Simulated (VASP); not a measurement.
Sr2Ti2HO6 (a cell with a defect): single point with PBEsol

The system is Sr2Ti2HO6 (a cell with a defect).

```
Sr Ti O H
1.0
     7.78282    0.00000    0.00000
     0.00000    3.89141    0.00000
     0.00000    0.00000    3.89141
Sr Ti O H
2 2 6 1
Direct
  0.00470 0.01314 0.00993
  0.49882 0.99337 0.99348
  0.24333 0.49975 0.49397
  0.74778 0.49647 0.51112
  0.25299 0.48359 0.98963
  0.74874 0.49813 0.98764
  0.99760 0.50268 0.50804
  0.49782 0.49894 0.52271
  0.25056 0.00311 0.49615
  0.75386 0.99250 0.51086
  0.24201 0.99447 0.99583
```

* Program: VASP 6.6.1
* Task: single point
* Functional: PBEsol
* Potentials or basis: VASP PAW PBE potentials, release 64 (Sr_sv, Ti_sv, O, H)
* Cutoff: 520 eV
* k mesh: 1 × 1 × 1, shifted
* Occupations: fermi-dirac, width 0.05 eV
* Spin: no spin polarisation
* Dipole correction: no
* Charge: 1
* Further INCAR settings: ALGO = Normal; EDIFF = 1e-06; NBANDS = 52; ISYM = 0; NELECT = 80.0

| Quantity | Value |
| --- | --- |
| Largest force | 4.516 eV/Å |

Forces on the atoms (eV/Å):
```
Sr  -4.516 -0.015 -0.030
Sr   3.025  0.041 -0.003
Ti   1.046  0.212  0.049
Ti  -0.211  0.069 -0.398
O   -0.487  0.019  0.766
O    0.068 -0.194  1.238
O    1.604 -0.090 -0.323
O   -1.066  0.047 -0.587
O   -0.361 -0.563 -0.222
O   -0.197  0.301 -0.402
H    1.094  0.173 -0.087
```

Levels at points of the mesh, in eV from the Fermi level:
| k point | band 38 | band 39 | band 40 | band 41 | band 42 | band 43 |
| --- | --- | --- | --- | --- | --- | --- |
| (0.25, 0.25, 0.25) | -0.49 | -0.27 | -0.15 | 0.14 | 3.10 | 3.18 |

It took 38 s on 1 thread of AMD EPYC 9R45 96-Core Processor (Zen 5), on a shared host, peak memory 0.2 GiB.

Caveat: the k points lie up to 1.61 Å⁻¹ apart; the cell carries a net charge on a neutralising background, which shifts energy and pressure; the cell is charged against a uniform background, so pressure and absolute levels hang on convention; the PAW data sets were made with another functional, which shifts forces and pressure a little.
